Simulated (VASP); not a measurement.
A run of VASP 6.6.1:

File INCAR:

```
SYSTEM = AlN
ALGO = Normal
EDIFF = 1E-6
ENCUT = 600
GGA = PE
GGA_COMPAT = .False.
ISIF = 2
ISMEAR = 0
ISPIN = 2
LASPH = .True.
LCHARG = .False.
LORBIT = 11
LREAL = .False.
LWAVE = .False.
MAGMOM = 0 0 0 0
NBANDS = 20
NELM = 200
PREC = Accurate
SIGMA = 0.05
```

KPOINTS

```
k-points
0
Gamma
  8 8 6
  0 0 0
```

The input POSCAR:

```
AlN
1.0
    3.1107606290      0.0000000000      0.0000000000
   -1.5553803145      2.6939977298      0.0000000000
    0.0000000000      0.0000000000      4.9787706144
Al N
2 2
Direct
    0.3333333333      0.6666666667      0.0015708995
    0.6666666667      0.3333333333      0.5015708995
    0.3333333333      0.6666666667      0.3834291005
    0.6666666667      0.3333333333      0.8834291005
```

Potentials or basis: VASP PAW PBE potentials, release 64 (Al, N).

Launch:

```sh
$ cat potpaw_PBE.64/Al/POTCAR potpaw_PBE.64/N/POTCAR > POTCAR
$ mpirun -np 1 vasp_std > vasp.out
```

Hardware: 1 thread of Intel(R) Xeon(R) Platinum 8375C CPU @ 2.90GHz (Ice Lake) (shared host).

How long does it take, and how much memory?

It took 65 s on 1 thread of Intel(R) Xeon(R) Platinum 8375C CPU @ 2.90GHz (Ice Lake) (shared host), peak memory 0.22 GiB. Counts: scf iterations 13, k points 40.
